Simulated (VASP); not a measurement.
## AlN: single point with PBE

The system is AlN.

```
Al N
1.0
     3.31348    0.00000    0.00000
    -1.65674    2.86956    0.00000
     0.00000    0.00000    4.18759
Al N
2 2
Direct
  0.33453 0.66905 0.78818
  0.66786 0.33572 0.28818
  0.33103 0.66207 0.17645
  0.66437 0.32873 0.67645
```

This cell differs from its parent crystal: mode 4 frozen in at -0.308 Å and mode 10 at -0.013 Å (largest displacements).

```json
{
  "Program": "VASP 6.6.1",
  "Task": "single point",
  "Functional": "PBE",
  "Potentials or basis": "VASP PAW PBE potentials, release 64 (Al, N)",
  "Cutoff": "520 eV",
  "k mesh": "9 × 9 × 6",
  "Occupations": "gaussian, width 0.05 eV",
  "Spin": "no spin polarisation",
  "Dipole correction": "no",
  "Further INCAR settings": "ALGO = Normal; EDIFF = 1e-06; NBANDS = 16"
}
```

- Pressure: 26.0 GPa
- Largest force: 6.516 eV/Å
- Band gap on the k mesh: 4.03 eV, direct

Forces in eV/Å, atoms in the order of the input:
```
Al   0.000 -0.132 -6.515
Al   0.000 -0.119 -6.515
N    0.000  0.119  6.515
N    0.000  0.132  6.515
```

Stress tensor (GPa, compression positive):
```
-10.72   0.00   0.00
  0.00 -10.65  -1.22
  0.00  -1.22  99.49
```

Levels at points of the mesh, in eV from the valence-band top:
| k point | band 5 | band 6 | band 7 | band 8 | band 9 | band 10 | band 11 | band 12 |
| --- | --- | --- | --- | --- | --- | --- | --- | --- |
| (0.00, 0.00, 0.00) | -2.25 | -0.71 | -0.70 | 0.00 | 4.03 | 4.97 | 9.23 | 9.23 |
| (0.00, 0.00, 0.50) | -1.55 | -1.55 | -1.47 | -1.47 | 5.89 | 5.89 | 9.40 | 9.40 |

It took 41 s on 1 thread of Intel(R) Xeon(R) Platinum 8559C (Emerald Rapids) (shared host), peak memory 0.2 GiB.

Caveat: the cell differs from its parent crystal (mode 4 frozen in at -0.308 Å and mode 10 at -0.013 Å (largest displacements)); forces of over 1 eV/Å act on the atoms, so gaps and moduli don't describe the material at rest. A k mesh can miss the band edges.
